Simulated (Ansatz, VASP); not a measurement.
# Al2Cu: VASP beside Ansatz

```
CELL_PARAMETERS angstrom
4.10518 0.00000 0.00000
0.00000 4.10518 0.00000
0.00000 0.00000 2.89131
ATOMIC_POSITIONS crystal
Cu 0.00000 0.00000 0.00000
Al 0.00000 0.50000 0.50000
Al 0.50000 0.00000 0.50000
```

Alike in both runs: functional r2SCAN; k mesh 4 × 4 × 5; occupations fermi-dirac, width 0.05 eV; no spin polarisation.

```csv
,VASP,Ansatz
version,VASP 6.6.1,Ansatz 0.2.0
potentials or method,"VASP PAW PBE potentials, release 64 (Cu, Al)",Ansatz PAW
plane-wave cutoff (eV),520,500
valence electrons in the cell,17,25
task,single point,band structure
```

```tsv
	VASP	Ansatz	Ansatz less VASP
gap on the k mesh at the Fermi level (eV)	none	none	-
pressure (GPa)	-2.3	-2.2	+0.11
traceless stress, the component that is largest in VASP (GPa)	-1.64	-1.57	+0.074
```

VASP's potentials were made for PBE, not for r2SCAN. A gap of «none» marks a metal or a gap that the smearing closes. With one functional, cell and mesh, what is left measures potentials, basis and numerics. VASP's potentials hold 17 valence electrons a cell and Ansatz's 25, so a difference there can come from the potentials and not from the codes.

The k mesh is coarse, so the values compare programs but aren't converged.
